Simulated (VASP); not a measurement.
# SnO2 (Pnnm) in VASP: further runs, part 2 of 2

VASP 6.6.1.

## 5. Single point, LDA (atoms shifted along a free coordinate)

File INCAR:

```
  PREC = Accurate
  ENCUT = 520
  EDIFF = 1E-7
  ISMEAR = 0
  SIGMA = 0.05
  LREAL = False
  LASPH = True
  NELM = 80
  ALGO = Normal
  ISIF = 2
  LWAVE = False
  LCHARG = False
  GGA = CA
  NBANDS = 35
```

File KPOINTS:

```
regular mesh
0
Gamma
  6 6 8
```

File POSCAR:

```
SnO2
1.0
    4.7222897775      0.0000000000      0.0000000000
    0.0000000000      4.7228698889      0.0000000000
    0.0000000000      0.0000000000      3.1904047622
Sn O
2 4
Direct
    0.5000000000      0.5000000000      0.5000000000
    0.0000000000      0.0000000000      0.0000000000
    0.3059833077      0.2543006016      0.0000000000
    0.8059833077      0.2456993984      0.5000000000
    0.1940166923      0.7543006016      0.5000000000
    0.6940166923      0.7456993984      0.0000000000
```

Command:

```bash
> cat potpaw_LDA.64/Sn_d/POTCAR potpaw_LDA.64/O/POTCAR > POTCAR
> mpirun -np 1 vasp_std > vasp.out
```

Wall time 2.8 min (1 thread of Intel Xeon 8259CL, shared host); peak memory 0.26 GiB.

The run converged. Its results:

- Free energy: -40.9229 eV
- Pressure: 4.2 GPa
- Largest force: 3.743 eV/Å
- Band gap on the k mesh: 1.20 eV (least direct gap 1.28 eV)

Forces in eV/Å, atoms in the order of the input:
```
Sn   0.000  0.000  0.000
Sn   0.000  0.000  0.000
O    2.599  2.695  0.000
O    2.599 -2.695  0.000
O   -2.599  2.695  0.000
O   -2.599 -2.695  0.000
```

Stress tensor (GPa, compression positive):
```
14.34  0.00  0.00
 0.00  1.64  0.00
 0.00  0.00 -3.38
```

Levels at points of the mesh, in eV from the valence-band top:
```
           k point  band 24  band 25  band 26  band 27  band 28  band 29
(0.00, 0.00, 0.00)    -0.55    -0.46    -0.08     1.20     6.13     6.21
(0.50, 0.00, 0.00)    -0.94    -0.30    -0.30     4.64     4.64     7.97
(0.00, 0.50, 0.00)    -0.92    -0.21    -0.21     4.46     4.46     7.17
(0.50, 0.50, 0.00)    -1.13    -0.55    -0.55     5.50     5.50     7.69
(0.00, 0.00, 0.50)    -1.54    -0.89    -0.89     5.87     5.87     8.73
(0.50, 0.00, 0.50)    -1.11    -0.17    -0.17     6.17     6.17     7.15
(0.00, 0.50, 0.50)    -0.69    -0.62    -0.62     6.32     6.32     7.14
(0.50, 0.50, 0.50)    -0.52    -0.47    -0.47     3.66     3.66     9.63
```

Caveat: the cell differs from its parent crystal (atoms shifted along a free coordinate); the cell stands under pressure; spin-orbit coupling is left out, which moves the levels of the heavy elements; forces of over 1 eV/Å act on the atoms, so gaps and moduli don't describe the material at rest. A k mesh can miss the band edges.

## 6. Single point, LDA (atoms shifted along a free coordinate)

File INCAR:

```
SYSTEM = SnO2
  ALGO = Normal
  EDIFF = 1E-6
  ENCUT = 520
  GGA = CA
  ISIF = 2
  ISMEAR = 0
  LASPH = .TRUE.
  LCHARG = .TRUE.
  LELF = .TRUE.
  LREAL = .FALSE.
  LVHAR = .TRUE.
  LWAVE = .FALSE.
  NBANDS = 35
  NELM = 60
  PREC = Accurate
  SIGMA = 0.05
```

File KPOINTS:

```
k-points
0
G
  6 6 8
  0 0 0
```

POSCAR, as its differences from that of step 5:

```diff
@@ -2,5 +2,5 @@
 1.0
-    4.7222897775      0.0000000000      0.0000000000
-    0.0000000000      4.7228698889      0.0000000000
-    0.0000000000      0.0000000000      3.1904047622
+    4.5508719057      0.0000000000      0.0000000000
+    0.0000000000      4.5514309592      0.0000000000
+    0.0000000000      0.0000000000      3.0745939119
 Sn O
```

Potentials or basis: VASP PAW LDA potentials, release 64 (Sn_d, O).

Command:

```bash
> cat potpaw_LDA.64/Sn_d/POTCAR potpaw_LDA.64/O/POTCAR > POTCAR
> mpirun -np 1 vasp_std > vasp.out
```

OUTCAR:

```text
SYSTEM = SnO2
   EDIFF = 1E-6
   ENCUT = 520
   GGA = CA
   ISIF = 2
   ISMEAR = 0
   LASPH = .TRUE.
   LREAL = .FALSE.
   NELM = 60
   PREC = Accurate

 ion  position               nearest neighbor table
   1  0.500  0.500  0.500-   5 1.81   4 1.81   6 2.10   6 2.10   3 2.10   3 2.10   2 3.57   2 3.57
                             2 3.57   2 3.57   2 3.57   2 3.57   2 3.57   2 3.57
   2  0.000  0.000  0.000-   3 1.81   6 1.81   4 2.10   4 2.10   5 2.10   5 2.10   1 3.57   1 3.57
                             1 3.57   1 3.57   1 3.57   1 3.57   1 3.57   1 3.57
   3  0.306  0.254  0.000-   2 1.81   1 2.10   1 2.10
   4  0.806  0.246  0.500-   1 1.81   2 2.10   2 2.10
   5  0.194  0.754  0.500-   1 1.81   2 2.10   2 2.10
   6  0.694  0.746  0.000-   2 1.81   1 2.10   1 2.10

  LATTYP: Found a simple orthorhombic cell.
 ALAT       =     3.0745939119
 B/A-ratio  =     1.4801538142
 C/A-ratio  =     1.4803356442

  Lattice vectors:

 A1 = (   0.0000000000,   0.0000000000,   3.0745939119)
 A2 = (   4.5508719057,   0.0000000000,   0.0000000000)
 A3 = (   0.0000000000,   4.5514309592,   0.0000000000)

Analysis of symmetry for initial positions (statically):
=====================================================================
 Subroutine PRICEL returns:
 Original cell was already a primitive cell.

 Routine SETGRP: Setting up the symmetry group for a
 simple orthorhombic supercell.

 Subroutine GETGRP returns: Found  8 space group operations
 (whereof  4 operations were pure point group operations)
 out of a pool of  8 trial point group operations.

The static configuration has the point symmetry C_2h.
 The point group associated with its full space group is D_2h.

Analysis of symmetry for dynamics (positions and initial velocities):
=====================================================================
 Subroutine PRICEL returns:
 Original cell was already a primitive cell.

 Routine SETGRP: Setting up the symmetry group for a
 simple orthorhombic supercell.

 Subroutine GETGRP returns: Found  8 space group operations
 (whereof  4 operations were pure point group operations)
 out of a pool of  8 trial point group operations.

The dynamic configuration has the point symmetry C_2h.
 The point group associated with its full space group is D_2h.

 Subroutine INISYM returns: Found  8 space group operations
 (whereof  4 operations are pure point group operations),
 and found     1 'primitive' translations

----------------------------------------------------------------------------------------

                                     Primitive cell

  volume of cell :      63.6840

  direct lattice vectors                    reciprocal lattice vectors
     4.550871906  0.000000000  0.000000000     0.219738112  0.000000000  0.000000000
     0.000000000  4.551430959  0.000000000     0.000000000  0.219711121  0.000000000
     0.000000000  0.000000000  3.074593912     0.000000000  0.000000000  0.325246204

  length of vectors
     4.550871906  4.551430959  3.074593912     0.219738112  0.219711121  0.325246204

  position of ions in fractional coordinates (direct lattice)
     0.500000000  0.500000000  0.500000000
     0.000000000  0.000000000  0.000000000
     0.305983308  0.254300602  0.000000000
     0.805983308  0.245699398  0.500000000
[... 41 lines left out ...]
  0.166667  0.000000  0.000000      2.000000
  0.333333  0.000000  0.000000      2.000000
  0.500000  0.000000  0.000000      1.000000
  0.000000  0.166667  0.000000      2.000000
  0.166667  0.166667  0.000000      4.000000
[... 16 lines left out ...]
  0.333333  0.166667  0.125000      8.000000
  0.500000  0.166667  0.125000      4.000000
 [... further k-points ...]
   k-points           NKPTS =     80   k-points in BZ     NKDIM =     80   number of bands    NBANDS=     35
   number of dos      NEDOS =    301   number of ions     NIONS =      6
   total plane-waves  NPLWV =  31104
   dimension x,y,z NGX =    36 NGY =   36 NGZ =   24
   dimension x,y,z NGXF=    72 NGYF=   72 NGZF=   48
   ions per type =               2   4
   NGX,Y,Z   is equivalent  to a cutoff of  13.15, 13.15, 12.98 a.u.
   NGXF,Y,Z  is equivalent  to a cutoff of  26.30, 26.30, 25.95 a.u.
 SYSTEM =  SnO2
   PREC   = accura    normal or accurate (medium, high low for compatibility)
   ISTART =      0    job   : 0-new  1-cont  2-samecut
   ICHARG =      2    charge: 1-file 2-atom 10-const
   ISPIN  =      1    spin polarized calculation?
   LNONCOLLINEAR =      F non collinear calculations
   LSORBIT =      F    spin-orbit coupling
   LASPH  =      T    aspherical Exc in radial PAW
   ENCUT  =  520.0 eV  38.22 Ry    6.18 a.u.   8.46  8.46  5.72*2*pi/ulx,y,z
   NELM   =     60;   NELMIN=  2; NELMDL= -5     # of ELM steps
   EDIFF  = 0.1E-05   stopping-criterion for ELM
   LREAL  =      F    real-space projection
   EDIFFG = 0.1E-04   stopping-criterion for IOM
   NSW    =      0    number of steps for IOM
   IBRION =     -1    ionic relax: 0-MD 1-quasi-New 2-CG
   NFREE  =      0    steps in history (QN), initial steepest desc. (CG)
   ISIF   =      2    stress and relaxation
   ISYM   =      2    0-nonsym 1-usesym 2-fastsym
   POTIM  = 0.5000    time-step for ionic-motion
   TEBEG  =    0.0;   TEEND  =   0.0 temperature during run
   PSTRESS=    0.0 pullay stress
   NELECT =      52.0000    total number of electrons
   NUPDOWN=      -1.0000    fix difference up-down
   EMIN   =  10.00;   EMAX   =-10.00  energy-range for DOS
   EFERMI =   0.00;   METHOD = LEGACY
   ISMEAR =     0;   SIGMA  =   0.05  broadening in eV -4-tet -1-fermi 0-gaus
   EFERMI_NEDOS =   21; number of points for ismear=-14 and -15
   IALGO  =     38    algorithm
   IMIX   =      4    mixing-type and parameters
     AMIX     =   0.40;   BMIX     =  1.00
     AMIX_MAG =   1.60;   BMIX_MAG =  1.00
  volume/ion in A,a.u.               =      10.61        71.63
  Fermi-wavevector in a.u.,A,eV,Ry     =   1.530145  2.891554 31.855903  2.341343
  Thomas-Fermi vector in A             =   2.637668
   LORBIT       =      0    0 simple, 1 ext, 2 COOP (PROOUT), +10 PAW based schemes
   GGA     = CA    functional components
   LHFCALC =     F    Hartree Fock is set to
   AEXX    =    0.0000 exact exchange contribution
   IVDW    =     0    specifies the selected vdW correction
   LEPSILON=     F    determine dielectric tensor
   LRPA    =     F    only Hartree local field effects (RPA)
 non-spin polarized calculation
 Gauss-broadening in eV      SIGMA  =   0.05
  energy-cutoff  :      520.00
  volume of cell :       63.68
 maximum number of plane-waves:      1736
 NGX is ok and might be reduce to    36
   NGX = 17   NGY = 17   NGZ = 11

 number of electron      52.0000040 magnetization

 Free energy of the ion-electron system (eV)
  ---------------------------------------------------
  ext. energy  EPLUGINS =         0.00000000
  ---------------------------------------------------
  free energy    TOTEN  =       -40.04487582 eV

  energy without entropy =      -40.04487582  energy(sigma->0) =      -40.04487582

 E-fermi :   7.3501     XC(G=0): -12.4492

 val. band max:        7.1522905460   @ k =   0.0000   0.0000   0.0000
 cond. band min:       9.5466580958   @ k =   0.0000   0.0000   0.0000
 fundamental gap:      2.3943675498
 Fermi energy:         7.3500555324

 k-point     1 :       0.0000    0.0000    0.0000
  band No.  band energies     occupation
      1     -14.3659      2.00000
      2     -13.6226      2.00000
      3     -12.6013      2.00000
      4     -12.5727      2.00000
      5     -12.4497      2.00000
      6     -12.4406      2.00000
[... 901 lines left out ...]
     34      19.2459      0.00000
     35      20.6118      0.00000

 [... further k-points ...]

------------------------ aborting loop because EDIFF is reached ----------------------------------------

  FORCE on cell =-STRESS in cart. coord.  units (eV):
  Direction    XX          YY          ZZ          XY          YZ          ZX
  --------------------------------------------------------------------------------------
  -------------------------------------------------------------------------------------
  Total       20.9256560     13.5415764      8.4781165      0.0000000      0.0000000      0.0000000
  in kB      526.4526668    340.6822246    213.2944870      0.0000000      0.0000000      0.0000000
  external PRESSURE =     360.1431262 kB  Pullay stress =       0.0000000 kB

 VOLUME and BASIS-vectors are now :
 -----------------------------------------------------------------------------
  energy-cutoff  :      520.00
  volume of cell :       63.68
      direct lattice vectors                 reciprocal lattice vectors
     4.550871906  0.000000000  0.000000000     0.219738112  0.000000000  0.000000000
     0.000000000  4.551430959  0.000000000     0.000000000  0.219711121  0.000000000
     0.000000000  0.000000000  3.074593912     0.000000000  0.000000000  0.325246204

 POSITION                                       TOTAL-FORCE (eV/Angst)
 -----------------------------------------------------------------------------------
      2.27544      2.27572      1.53730         0.000000     -0.000000      0.000000
      0.00000      0.00000      0.00000         0.000000     -0.000000      0.000000
      1.39249      1.15743      0.00000         3.738414      3.458252     -0.000000
      3.66793      1.11828      1.53730         3.738414     -3.458252      0.000000
      0.88295      3.43315      1.53730        -3.738414      3.458252      0.000000
      3.15838      3.39400      0.00000        -3.738414     -3.458252      0.000000
 -----------------------------------------------------------------------------------
    total drift:                                0.000000     -0.000000     -0.000000

  FREE ENERGIE OF THE ION-ELECTRON SYSTEM (eV)
  ---------------------------------------------------
  free  energy   TOTEN  =       -40.0448758249 eV

  energy  without entropy=      -40.0448758249  energy(sigma->0) =      -40.04487582
```

It took 89 s on 1 thread of AMD EPYC 9R45 (Zen 5), shared host; peak memory 0.22 GiB.

What came out:

```yaml
Free_energy: -40.0449 eV
Pressure: 36.0 GPa
Largest_force: 5.093 eV/Å
Band_gap_on_the_k_mesh: 2.39 eV
```

Forces in eV/Å, atoms in the order of the input:
```
Sn   0.000  0.000  0.000
Sn   0.000  0.000  0.000
O    3.738  3.458  0.000
O    3.738 -3.458  0.000
O   -3.738  3.458  0.000
O   -3.738 -3.458  0.000
```

Stress tensor (GPa, compression positive):
```
52.65  0.00  0.00
 0.00 34.07  0.00
 0.00  0.00 21.33
```

Levels at points of the mesh, in eV from the valence-band top:
```csv
k point,band 24,band 25,band 26,band 27,band 28,band 29
"(0.00, 0.00, 0.00)",-0.73,-0.62,0.00,2.39,6.65,6.72
"(0.50, 0.00, 0.00)",-1.02,-0.40,-0.40,5.83,5.83,8.69
"(0.00, 0.50, 0.00)",-1.01,-0.30,-0.30,5.65,5.65,7.74
"(0.50, 0.50, 0.00)",-1.19,-0.69,-0.69,6.82,6.82,8.44
"(0.00, 0.00, 0.50)",-1.89,-1.11,-1.11,7.17,7.17,9.78
"(0.50, 0.00, 0.50)",-1.40,-0.13,-0.13,7.58,7.58,8.07
"(0.00, 0.50, 0.50)",-0.84,-0.67,-0.67,7.74,7.74,8.03
"(0.50, 0.50, 0.50)",-0.69,-0.60,-0.60,4.69,4.69,9.98
```

Caveat: the cell differs from its parent crystal (atoms shifted along a free coordinate); the cell stands under pressure; spin-orbit coupling is left out, which moves the levels of the heavy elements; forces of over 1 eV/Å act on the atoms, so gaps and moduli don't describe the material at rest.

## 7. Single point, LDA (atoms shifted along a free coordinate)

File INCAR:

```
PREC = Accurate ; ENCUT = 520
EDIFF = 1E-7 ; ISMEAR = 0
SIGMA = 0.05 ; LREAL = F
LASPH = T ; NELM = 100
ALGO = Normal ; ISIF = 2
LWAVE = F ; LCHARG = F
GGA = CA ; NBANDS = 35
```

File KPOINTS:

```
regular mesh
0
Gamma
  6 6 8
```

File POSCAR:

```
SnO2
1.0
    4.5508719057      0.0000000000      0.0000000000
    0.0000000000      4.5514309592      0.0000000000
    0.0000000000      0.0000000000      3.0745939119
Sn O
2 4
Direct
    0.5000000000      0.5000000000      0.5000000000
    0.0000000000      0.0000000000      0.0000000000
    0.3059833077      0.3580510778      0.0000000000
    0.8059833077      0.1419489222      0.5000000000
    0.1940166923      0.8580510778      0.5000000000
    0.6940166923      0.6419489222      0.0000000000
```

Command:

```bash
> cat potpaw_LDA.64/Sn_d/POTCAR potpaw_LDA.64/O/POTCAR > POTCAR
> mpirun -np 1 vasp_std > vasp.out
```

Run time: 92 s. Hardware: 1 thread of AMD EPYC 9R45 (Zen 5), shared host; peak memory 0.22 GiB.

Results (log left out):

```
Free energy            : -39.4301 eV
Pressure               : 48.7 GPa
Largest force          : 6.477 eV/Å
Band gap on the k mesh : 2.86 eV (least direct gap 2.90 eV)
```

Forces on the atoms (eV/Å):
```
Sn   0.000  0.000  0.000
Sn   0.000  0.000  0.000
O   -5.047 -4.060  0.000
O   -5.047  4.060  0.000
O    5.047 -4.060  0.000
O    5.047  4.060  0.000
```

Stress tensor (GPa, compression positive):
```
45.49  0.00  0.00
 0.00 26.20  0.00
 0.00  0.00 74.46
```

Levels at points of the mesh, in eV from the valence-band top:
| k point | band 22 | band 23 | band 24 | band 25 | band 26 | band 27 | band 28 | band 29 | band 30 | band 31 |
| --- | --- | --- | --- | --- | --- | --- | --- | --- | --- | --- |
| (0.00, 0.00, 0.00) | -0.87 | -0.65 | -0.64 | -0.51 | -0.04 | 2.86 | 6.08 | 7.13 | 7.36 | 11.37 |
| (0.50, 0.00, 0.00) | -1.24 | -0.78 | -0.78 | -0.59 | -0.59 | 5.39 | 5.39 | 6.71 | 6.71 | 11.12 |
| (0.00, 0.50, 0.00) | -1.80 | -0.77 | -0.77 | -0.76 | -0.76 | 5.64 | 5.64 | 7.76 | 7.76 | 11.14 |
| (0.50, 0.50, 0.00) | -1.25 | -0.87 | -0.87 | -0.87 | -0.87 | 5.47 | 5.47 | 7.76 | 7.76 | 11.27 |
| (0.00, 0.00, 0.50) | -2.07 | -1.83 | -1.83 | -1.07 | -1.07 | 8.25 | 8.25 | 9.78 | 9.78 | 10.03 |
| (0.50, 0.00, 0.50) | -2.20 | -1.19 | -1.19 | -0.11 | -0.11 | 8.42 | 8.42 | 8.64 | 8.64 | 10.13 |
| (0.00, 0.50, 0.50) | -1.54 | -1.37 | -1.37 | 0.00 | 0.00 | 8.03 | 8.03 | 8.53 | 8.53 | 11.20 |
| (0.50, 0.50, 0.50) | -1.60 | -1.41 | -1.41 | -0.86 | -0.86 | 7.56 | 7.56 | 8.43 | 8.43 | 11.20 |

Caveat: the cell differs from its parent crystal (atoms shifted along a free coordinate); the cell stands under pressure; spin-orbit coupling is left out, which moves the levels of the heavy elements; forces of over 1 eV/Å act on the atoms, so gaps and moduli don't describe the material at rest.

## 8. Overview

```csv
cell,gap on the mesh (eV),pressure (GPa),largest force (eV/Å)
"a = 4.722, b = 4.723, c = 3.190 Å, 6 atoms, atomic positions A",1.55,8.9,3.30
"a = 4.722, b = 4.723, c = 3.190 Å, 6 atoms, atomic positions B",1.09,1.7,2.85
"a = 4.722, b = 4.723, c = 3.190 Å, 6 atoms, atomic positions C",1.62,13.0,4.49
"a = 4.722, b = 4.723, c = 3.190 Å, 6 atoms, atomic positions D",1.20,4.2,3.74
"a = 4.551, b = 4.551, c = 3.075 Å, 6 atoms, atomic positions D",2.39,36.0,5.09
"a = 4.551, b = 4.551, c = 3.075 Å, 6 atoms, atomic positions C",2.86,48.7,6.48
```

Alike in all rows: task single point; level LDA; potentials or basis VASP PAW LDA potentials, release 64 (Sn_d, O); no spin polarisation; k mesh 6 × 6 × 8; cutoff (eV) 520; smearing gaussian 0.05 eV.

Caveats: spin-orbit coupling is left out, which moves the levels of the heavy elements; forces of over 1 eV/Å act on the atoms, so gaps and moduli don't describe the material at rest; the cell stands under pressure (at least some runs).

Absolute energies hang on the potentials; compare differences alone.
